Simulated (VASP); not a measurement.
# Pt in VASP: further runs

The runs below take Pt through single point, with PBE.

All numbers are computed with VASP 6.6.1; they aren't measurements. Logs are shortened: lines on timing, memory, paths and dates and some standing lists are left out, and cuts for length are marked.

### 1 The cell of the first run

The cell holds a wire or tube with vacuum around it, 16 atoms: a = 18.800 Å, b = 17.200 Å, c = 2.688 Å, α = 90.00°, β = 90.00°, γ = 90.00°.

### 2 Single point, PBE

File INCAR:

```
SYSTEM = Pt
PREC = Accurate ; ENCUT = 520
EDIFF = 1E-6 ; ISMEAR = 0
SIGMA = 0.05 ; LREAL = Auto
LASPH = .True. ; NELM = 100
ALGO = Normal ; ISIF = 2
LWAVE = .False. ; LCHARG = .False.
GGA = PE ; NBANDS = 94
LUSENCCL = .False.
```

File KPOINTS:

```
Automatic mesh
0
Gamma
  1 1 19
  0 0 0
```

File POSCAR:

```
Pt
1.0
   18.8000000000      0.0000000000      0.0000000000
    0.0000000000     17.2000000000      0.0000000000
    0.0000000000      0.0000000000      2.6884899772
Pt
16
Direct
    0.2552457087      0.6108008136      0.0000000000
    0.5357018522      0.6179565060      0.0000000000
    0.5331543581      0.3844916716      0.0000000000
    0.4679804833      0.7383626449      0.5000000000
    0.4593907935      0.4955938421      0.5000000000
    0.4607088438      0.2727010394      0.5000000000
    0.7470866464      0.5036785142      0.5000000000
    0.3256571876      0.7310792733      0.5000000000
    0.3100815295      0.4866234734      0.5000000000
    0.6098701289      0.7317220078      0.5000000000
    0.6059866849      0.4998981297      0.5000000000
    0.6117474264      0.2789563298      0.5000000000
    0.3942855708      0.6139553696      0.0000000000
    0.3768999312      0.3745579804      0.0000000000
    0.6876876406      0.6246950983      0.0000000000
    0.6931773020      0.3811581742      0.0000000000
```

Potentials or basis: VASP PAW PBE potentials, release 64 (Pt).

Run with:

```sh
cat potpaw_PBE.64/Pt/POTCAR > POTCAR
mpirun -np 1 vasp_std > vasp.out
```

OUTCAR:

```text
SYSTEM = Pt
   PREC = Accurate
   ENCUT = 520
   EDIFF = 1E-6
   ISMEAR = 0
   LREAL = Auto
   LASPH = .True.
   NELM = 100
   ISIF = 2
   GGA = PE

 ion  position               nearest neighbor table
   1  0.255  0.611  0.000-  13 2.61   9 2.73   9 2.73   8 2.80   8 2.80
   2  0.536  0.618  0.000-  13 2.66  10 2.75  10 2.75  11 2.77  11 2.77   4 2.78   4 2.78  15 2.86
                             5 2.88   5 2.88
   3  0.533  0.384  0.000-  12 2.70  12 2.70   6 2.71   6 2.71   5 2.72   5 2.72  11 2.76  11 2.76
                            14 2.94  16 3.01
   4  0.468  0.738  0.500-  10 2.67   8 2.68   2 2.78   2 2.78  13 2.88  13 2.88
   5  0.459  0.496  0.500-   3 2.72   3 2.72  13 2.73  13 2.73  11 2.76   9 2.81   2 2.88   2 2.88
                            14 2.92  14 2.92
   6  0.461  0.273  0.500-  14 2.71  14 2.71   3 2.71   3 2.71  12 2.84
   7  0.747  0.504  0.500-  11 2.65  16 2.70  16 2.70  15 2.72  15 2.72
   8  0.326  0.731  0.500-   4 2.68  13 2.74  13 2.74   1 2.80   1 2.80
   9  0.310  0.487  0.500-  14 2.66  14 2.66   1 2.73   1 2.73   5 2.81  13 3.02  13 3.02
  10  0.610  0.732  0.500-   4 2.67  15 2.71  15 2.71   2 2.75   2 2.75
  11  0.606  0.500  0.500-   7 2.65   5 2.76   3 2.76   3 2.76   2 2.77   2 2.77  16 2.94  16 2.94
                            15 2.96  15 2.96
  12  0.612  0.279  0.500-  16 2.69  16 2.69   3 2.70   3 2.70   6 2.84
  13  0.394  0.614  0.000-   1 2.61   2 2.66   5 2.73   5 2.73   8 2.74   8 2.74   4 2.88   4 2.88
                             9 3.02   9 3.02
  14  0.377  0.375  0.000-   9 2.66   9 2.66   6 2.71   6 2.71   5 2.92   5 2.92   3 2.94
  15  0.688  0.625  0.000-  10 2.71  10 2.71   7 2.72   7 2.72   2 2.86  11 2.96  11 2.96
  16  0.693  0.381  0.000-  12 2.69  12 2.69   7 2.70   7 2.70  11 2.94  11 2.94   3 3.01

  LATTYP: Found a simple orthorhombic cell.
 ALAT       =     2.6884899772
 B/A-ratio  =     6.3976433410
 C/A-ratio  =     6.9927729541

  Lattice vectors:

 A1 = (   0.0000000000,   0.0000000000,  -2.6884899772)
 A2 = (   0.0000000000,  17.2000000000,   0.0000000000)
 A3 = (  18.8000000000,   0.0000000000,   0.0000000000)

Analysis of symmetry for initial positions (statically):
=====================================================================
 Subroutine PRICEL returns:
 Original cell was already a primitive cell.

 Routine SETGRP: Setting up the symmetry group for a
 simple orthorhombic supercell.

 Subroutine GETGRP returns: Found  2 space group operations
 (whereof  2 operations were pure point group operations)
 out of a pool of  8 trial point group operations.

The static configuration has the point symmetry C_1h.

Analysis of symmetry for dynamics (positions and initial velocities):
=====================================================================
 Subroutine PRICEL returns:
 Original cell was already a primitive cell.

 Routine SETGRP: Setting up the symmetry group for a
 simple orthorhombic supercell.

 Subroutine GETGRP returns: Found  2 space group operations
 (whereof  2 operations were pure point group operations)
 out of a pool of  8 trial point group operations.

The dynamic configuration has the point symmetry C_1h.

 Subroutine INISYM returns: Found  2 space group operations
 (whereof  2 operations are pure point group operations),
 and found     1 'primitive' translations

----------------------------------------------------------------------------------------

                                     Primitive cell

  volume of cell :     869.3501

  direct lattice vectors                    reciprocal lattice vectors
    18.800000000  0.000000000  0.000000000     0.053191489  0.000000000  0.000000000
     0.000000000 17.200000000  0.000000000     0.000000000  0.058139535  0.000000000
     0.000000000  0.000000000  2.688489977     0.000000000  0.000000000  0.371956008

  length of vectors
    18.800000000 17.200000000  2.688489977     0.053191489  0.058139535  0.371956008

  position of ions in fractional coordinates (direct lattice)
     0.255245709  0.610800814  0.000000000
     0.535701852  0.617956506  0.000000000
     0.533154358  0.384491672  0.000000000
     0.467980483  0.738362645  0.500000000
     0.459390793  0.495593842  0.500000000
     0.460708844  0.272701039  0.500000000
[... 8 lines left out ...]
     0.687687641  0.624695098  0.000000000
     0.693177302  0.381158174  0.000000000

  ion indices of the primitive-cell ions
   primitive index   ion index
                 1           1
                 2           2
                 3           3
                 4           4
                 5           5
                 6           6
[... 8 lines left out ...]
                15          15
                16          16

----------------------------------------------------------------------------------------

 KPOINTS: Automatic mesh

Automatic generation of k-mesh.
 Grid dimensions read from file:
 generate k-points for:    1    1   19

 Generating k-lattice:

  Cartesian coordinates                     Fractional coordinates (reciprocal lattice)
     0.053191489  0.000000000  0.000000000     1.000000000  0.000000000  0.000000000
     0.000000000  0.058139535  0.000000000     0.000000000  1.000000000  0.000000000
     0.000000000  0.000000000  0.019576632     0.000000000  0.000000000  0.052631579

  Length of vectors
     0.053191489  0.058139535  0.019576632

  Shift w.r.t. Gamma in fractional coordinates (k-lattice)
     0.000000000  0.000000000  0.000000000

 Subroutine IBZKPT returns following result:
 ===========================================

 Found     10 irreducible k-points:

 Following reciprocal coordinates:
            Coordinates               Weight
  0.000000  0.000000  0.000000      1.000000
  0.000000  0.000000  0.052632      2.000000
  0.000000  0.000000  0.105263      2.000000
  0.000000  0.000000  0.157895      2.000000
  0.000000  0.000000  0.210526      2.000000
  0.000000  0.000000  0.263158      2.000000
  0.000000  0.000000  0.315789      2.000000
  0.000000  0.000000  0.368421      2.000000
  0.000000  0.000000  0.421053      2.000000
  0.000000  0.000000  0.473684      2.000000
   k-points           NKPTS =     10   k-points in BZ     NKDIM =     10   number of bands    NBANDS=     94
   number of dos      NEDOS =    301   number of ions     NIONS =     16
   total plane-waves  NPLWV = 358400
   dimension x,y,z NGX =   140 NGY =  128 NGZ =   20
   dimension x,y,z NGXF=   280 NGYF=  256 NGZF=   40
   ions per type =              16
   NGX,Y,Z   is equivalent  to a cutoff of  12.38, 12.37, 12.37 a.u.
   NGXF,Y,Z  is equivalent  to a cutoff of  24.76, 24.74, 24.73 a.u.
 SYSTEM =  Pt
   PREC   = accura    normal or accurate (medium, high low for compatibility)
   ISTART =      0    job   : 0-new  1-cont  2-samecut
   ICHARG =      2    charge: 1-file 2-atom 10-const
   ISPIN  =      1    spin polarized calculation?
   LNONCOLLINEAR =      F non collinear calculations
   LSORBIT =      F    spin-orbit coupling
   LASPH  =      T    aspherical Exc in radial PAW
   ENCUT  =  520.0 eV  38.22 Ry    6.18 a.u.  34.96 31.98  5.00*2*pi/ulx,y,z
   NELM   =    100;   NELMIN=  2; NELMDL= -5     # of ELM steps
   EDIFF  = 0.1E-05   stopping-criterion for ELM
   LREAL  =      T    real-space projection
   EDIFFG = 0.1E-04   stopping-criterion for IOM
   NSW    =      0    number of steps for IOM
   IBRION =     -1    ionic relax: 0-MD 1-quasi-New 2-CG
   NFREE  =      0    steps in history (QN), initial steepest desc. (CG)
   ISIF   =      2    stress and relaxation
   ISYM   =      2    0-nonsym 1-usesym 2-fastsym
   POTIM  = 0.5000    time-step for ionic-motion
   TEBEG  =    0.0;   TEEND  =   0.0 temperature during run
   PSTRESS=    0.0 pullay stress
   NELECT =     160.0000    total number of electrons
   NUPDOWN=      -1.0000    fix difference up-down
   EMIN   =  10.00;   EMAX   =-10.00  energy-range for DOS
   EFERMI =   0.00;   METHOD = LEGACY
   ISMEAR =     0;   SIGMA  =   0.05  broadening in eV -4-tet -1-fermi 0-gaus
   EFERMI_NEDOS =   21; number of points for ismear=-14 and -15
   IALGO  =     38    algorithm
   IMIX   =      4    mixing-type and parameters
     AMIX     =   0.40;   BMIX     =  1.00
     AMIX_MAG =   1.60;   BMIX_MAG =  1.00
  volume/ion in A,a.u.               =      54.33       366.67
  Fermi-wavevector in a.u.,A,eV,Ry     =   0.931215  1.759741 11.798444  0.867161
  Thomas-Fermi vector in A             =   2.057685
   LORBIT       =      0    0 simple, 1 ext, 2 COOP (PROOUT), +10 PAW based schemes
   GGA     = PE    functional components
   LHFCALC =     F    Hartree Fock is set to
   AEXX    =    0.0000 exact exchange contribution
   IVDW    =     0    specifies the selected vdW correction
   LEPSILON=     F    determine dielectric tensor
   LRPA    =     F    only Hartree local field effects (RPA)
 non-spin polarized calculation
 Gauss-broadening in eV      SIGMA  =   0.05
  energy-cutoff  :      520.00
  volume of cell :      869.35
 maximum number of plane-waves:     23548
 NGX is ok and might be reduce to   140
   NGX = 69   NGY = 63   NGZ =  9

 number of electron     159.9999995 magnetization

 Free energy of the ion-electron system (eV)
  ---------------------------------------------------
  ext. energy  EPLUGINS =         0.00000000
  ---------------------------------------------------
  free energy    TOTEN  =       -87.46411581 eV

  energy without entropy =      -87.43508582  energy(sigma->0) =      -87.44960081

 E-fermi :  -0.9002     XC(G=0):  -4.8433

 val. band max:       -0.9204592799   @ k =   0.0000   0.0000   0.0526
 cond. band min:      -0.8971515172   @ k =   0.0000   0.0000   0.4211
 fundamental gap:      0.0233077627
 Fermi energy:        -0.9002043511

 k-point     1 :       0.0000    0.0000    0.0000
  band No.  band energies     occupation
      1     -10.0912      2.00000
      2      -9.0172      2.00000
      3      -8.7908      2.00000
      4      -7.9813      2.00000
      5      -7.9478      2.00000
      6      -7.7780      2.00000
[... 84 lines left out ...]
     91      -0.2644      0.00000
     92      -0.2252      0.00000

 k-point     2 :       0.0000    0.0000    0.0526
  band No.  band energies     occupation
      1     -10.0125      2.00000
      2      -8.9402      2.00000
      3      -8.7110      2.00000
      4      -7.8998      2.00000
      5      -7.8665      2.00000
      6      -7.6926      2.00000
[... 844 lines left out ...]
     91       2.8791      0.00000
     92       3.0562      0.00000
 [bands above 92 left out]

------------------------ aborting loop because EDIFF is reached ----------------------------------------

  FORCE on cell =-STRESS in cart. coord.  units (eV):
  Direction    XX          YY          ZZ          XY          YZ          ZX
  --------------------------------------------------------------------------------------
  -------------------------------------------------------------------------------------
  Total       -0.7112602     -0.6483162     -0.8356566     -0.0077632      0.0000000      0.0000000
  in kB       -1.3108240     -1.1948208     -1.5400815     -0.0143073      0.0000000      0.0000000
  external PRESSURE =      -1.3485754 kB  Pullay stress =       0.0000000 kB

 VOLUME and BASIS-vectors are now :
 -----------------------------------------------------------------------------
  energy-cutoff  :      520.00
  volume of cell :      869.35
      direct lattice vectors                 reciprocal lattice vectors
    18.800000000  0.000000000  0.000000000     0.053191489  0.000000000  0.000000000
     0.000000000 17.200000000  0.000000000     0.000000000  0.058139535  0.000000000
     0.000000000  0.000000000  2.688489977     0.000000000  0.000000000  0.371956008

 POSITION                                       TOTAL-FORCE (eV/Angst)
 -----------------------------------------------------------------------------------
      4.79862     10.50577      0.00000         0.024583     -0.002449      0.000000
     10.07119     10.62885      0.00000         0.000857      0.000078      0.000000
     10.02330      6.61326      0.00000         0.001550     -0.002810      0.000000
      8.79803     12.69984      1.34424        -0.006221     -0.018701      0.000000
      8.63655      8.52421      1.34424        -0.006512      0.002793      0.000000
      8.66133      4.69046      1.34424         0.005276      0.019515      0.000000
[... 8 lines left out ...]
     12.92853     10.74476      0.00000        -0.017395     -0.013783      0.000000
     13.03173      6.55592      0.00000        -0.016719      0.009332      0.000000
 -----------------------------------------------------------------------------------
    total drift:                               -0.003032     -0.002596     -0.000000

  FREE ENERGIE OF THE ION-ELECTRON SYSTEM (eV)
  ---------------------------------------------------
  free  energy   TOTEN  =       -87.4641158107 eV

  energy  without entropy=      -87.4350858190  energy(sigma->0) =      -87.44960081
```

Wall time 4.3 min (1 × NVIDIA H100 80GB with 1 thread of AMD EPYC 7R13 (Zen 3), shared host); peak memory 1.8 GiB.

Results:

| Item | Value |
| --- | --- |
| Free energy | -87.4641 eV |
| Largest force | 0.025 eV/Å |
| Band gap on the k mesh | zero (bands 80 and 81 overlap by 1.07 eV) |

Forces in eV/Å, atoms in the order of the input:
```
Pt   0.025 -0.002  0.000
Pt   0.001  0.000  0.000
Pt   0.002 -0.003  0.000
Pt  -0.006 -0.019  0.000
Pt  -0.007  0.003  0.000
Pt   0.005  0.020  0.000
Pt  -0.020 -0.001  0.000
Pt   0.011 -0.018  0.000
Pt   0.022  0.007  0.000
Pt  -0.006 -0.015  0.000
Pt  -0.004  0.000  0.000
Pt  -0.007  0.016  0.000
Pt   0.001  0.004  0.000
Pt   0.017  0.014  0.000
Pt  -0.017 -0.014  0.000
Pt  -0.017  0.009  0.000
```

Caveat: spin-orbit coupling is left out, which moves the levels of the heavy elements.

(Part 1 of 2 ends here.)

The gap in the log of VASP goes by the Fermi energy; the results here count the filled bands.